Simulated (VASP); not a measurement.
Set up this calculation in VASP 6.6.1, as the native input.

- Task: single point
- Functional: PBEsol
- Potentials or basis: VASP PAW PBE potentials, release 64 (C)
- Cutoff: 520 eV
- k mesh: 8 × 8 × 8
- Occupations: gaussian, width 0.1 eV
- Spin: no spin polarisation
- Dipole correction: no
- Further INCAR settings: ALGO = Normal; EDIFF = 1e-06; NBANDS = 11

The structure of C lies in POSCAR:

```
C
1.0
    0.0000000000      1.7769267971      1.7769267971
    1.7769267971      0.0000000000      1.7769267971
    1.7769267971      1.7769267971      0.0000000000
C
2
Direct
    0.0000000000      0.0000000000      0.0000000000
    0.2500000000      0.2500000000      0.2500000000
```

One way to write it, as run:

INCAR

```
SYSTEM = C
PREC = Accurate
ENCUT = 520
EDIFF = 1E-6
ISMEAR = 0
SIGMA = 0.1
LREAL = .FALSE.
LASPH = .TRUE.
NELM = 60
ALGO = Normal
ISIF = 2
LWAVE = .FALSE.
LCHARG = .FALSE.
GGA = PS
NBANDS = 11
```

KPOINTS

```
regular mesh
0
G
  8 8 8
  0 0 0
```

Potentials or basis: VASP PAW PBE potentials, release 64 (C).

Command:

```bash
$ cat potpaw_PBE.64/C/POTCAR > POTCAR
$ mpirun -np 1 vasp_std > vasp.out
```

It gave:

The pressure is 1.1 GPa and the band gap on the k mesh is 4.03 eV, indirect (least direct gap 5.57 eV).

Caveat: the PAW data sets were made with another functional, which shifts forces and pressure a little.

Wall time 2.8 s on 1 thread of Intel Xeon 6975P-C (shared host), peak memory 0.11 GiB.
